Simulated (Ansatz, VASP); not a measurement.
IrS2: VASP beside Ansatz

Contents of INCAR:

```
SYSTEM = IrS2
ALGO = Normal
EDIFF = 1E-6
ENCUT = 520
ISIF = 2
ISMEAR = 0
LASPH = .True.
LCHARG = .False.
LDAU = .True.
LDAUJ = 0 0
LDAUL = 2 -1
LDAUPRINT = 1
LDAUTYPE = 2
LDAUU = 4 0
LMAXMIX = 4
LNONCOLLINEAR = .True.
LORBIT = 11
LREAL = .False.
LWAVE = .False.
MAGMOM = -0.013 0.131 -0.072 0 0 0 0 0 0
NBANDS = 34
NELM = 150
PREC = Accurate
SIGMA = 0.05
```

KPOINTS

```
k-points
0
Gamma
  6 6 6
  0 0 0
```

Contents of POSCAR:

```
IrS2
1.0
    0.0000000000      2.9659919000      2.9659919000
    2.9659919000      0.0000000000      2.9659919000
    2.9659919000      2.9659919000      0.0000000000
Ir S
1 2
Direct
    0.0000000000      0.0000000000      0.0000000000
    0.2500000000      0.2500000000      0.2500000000
    0.7500000000      0.7500000000      0.7500000000
```

input.yaml

```yaml
crystal:
  lattice:
    - [0.0, 2.9659919, 2.9659919]
    - [2.9659919, 0.0, 2.9659919]
    - [2.9659919, 2.9659919, 0.0]
  atoms:
    - { symbol: Ir, position: [0.0, 0.0, 0.0], spin: 0.15, spin_axis: [-0.013, 0.131, -0.072] }
    - { symbol: S, position: [0.25, 0.25, 0.25] }
    - { symbol: S, position: [0.75, 0.75, 0.75] }
hamiltonian:
  xc: lda
  pseudopotentials: { kind: paw }
  hubbard: { sites: [{ species: Ir, l: d, u_eff: 4.0 }] }
magnetization:
  noncollinear: true
  spin_orbit: false
kpoints:
  mp_grid: { grid: [6, 6, 6] }
scf:
  occupations: { method: gaussian, width: 0.05 }
output:
  forces: true
  stress: true
  eigenvalues: true
```

Alike in both runs: task single point; functional LDA; k mesh 6 × 6 × 6; occupations gaussian, width 0.05 eV; non-collinear spin; Hubbard terms Ir d U = 4.0 eV.

|  | VASP | Ansatz |
| --- | --- | --- |
| version | VASP 6.6.1 | Ansatz 0.2.0 |
| potentials or method | VASP PAW LDA potentials, release 64 (Ir, S) | Ansatz PAW |
| plane-wave cutoff (eV) | 520 | 420 |
| valence electrons in the cell | 21 | 29 |

|  | VASP | Ansatz | Ansatz less VASP |
| --- | --- | --- | --- |
| gap on the k mesh at the Fermi level (eV) | none | none | - |
| pressure (GPa) | -16.0 | -14.5 | +1.44 |
| net moment per atom (μB) | 0.00 | 0.00 | 0.000 |

LDA's correlation is that of Perdew and Zunger in VASP and of Perdew and Wang (1992) in Ansatz. The programs project onto different local orbitals, so the same U acts differently, and such runs can settle in different states. A gap of «none» marks a metal or a gap that the smearing closes. VASP's potentials hold 21 valence electrons a cell and Ansatz's 29, so a difference there can come from the potentials and not from the codes.

Neither program's run includes spin-orbit coupling. Noted on Ansatz's run: the magnetic or orbital state may not be the lowest.
